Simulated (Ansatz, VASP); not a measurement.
**One calculation of Mg, two programs**

The input INCAR:

```
  PREC = Accurate
  ENCUT = 600
  EDIFF = 1E-6
  ISMEAR = 0
  SIGMA = 0.1
  LREAL = F
  LASPH = T
  NELM = 120
  ALGO = Normal
  ISIF = 2
  LWAVE = F
  LCHARG = F
  GGA = PS
  NBANDS = 7
  GGA_COMPAT = F
```

The input KPOINTS:

```
regular mesh
0
Gamma
  15 15 14
```

File POSCAR:

```
Mg
1.0
    2.9523241709      0.0000000000      0.0000000000
   -1.4761620855      2.5567877322      0.0000000000
    0.0000000000      0.0000000000      2.9013648237
Mg
1
Direct
    0.0000000000      0.0000000000      0.0000000000
```

Input for Ansatz:

```yaml
crystal:
  lattice:
    - [2.9523241709, 0.0, 0.0]
    - [-1.4761620855, 2.5567877322, 0.0]
    - [0.0, 0.0, 2.9013648237]
  atoms:
    - { symbol: Mg, position: [0.0, 0.0, 0.0] }
basis:
  ecutwfc: 420
kpoints:
  mp_grid: { grid: [15, 15, 14] }
hamiltonian:
  xc: pbesol
scf:
  occupations: { method: gaussian, width: 0.1 }
output:
  forces: true
  stress: true
  eigenvalues: true
```

Alike in both runs: task single point; functional PBEsol; k mesh 15 × 15 × 14; occupations gaussian, width 0.1 eV; no spin polarisation.

|  | VASP | Ansatz |
| --- | --- | --- |
| version | VASP 6.6.1 | Ansatz 0.2.0 |
| potentials or method | VASP PAW PBE potentials, release 64 (Mg), cutoff 600 eV | scalar-relativistic, plane waves, PAW |
| valence electrons in the cell | 2 | 10 |

```tsv
	VASP	Ansatz	Ansatz less VASP
gap on the k mesh at the Fermi level (eV)	none	none	-
pressure (GPa)	4.9	4.9	-0.02
traceless stress, the component that is largest in VASP (GPa)	-0.53	-0.51	+0.020
```

VASP's potentials were made for PBE, not for PBEsol. A gap of «none» marks a metal or a gap that the smearing closes. VASP's potentials hold 2 valence electrons a cell and Ansatz's 10, so a difference there can come from the potentials and not from the codes.
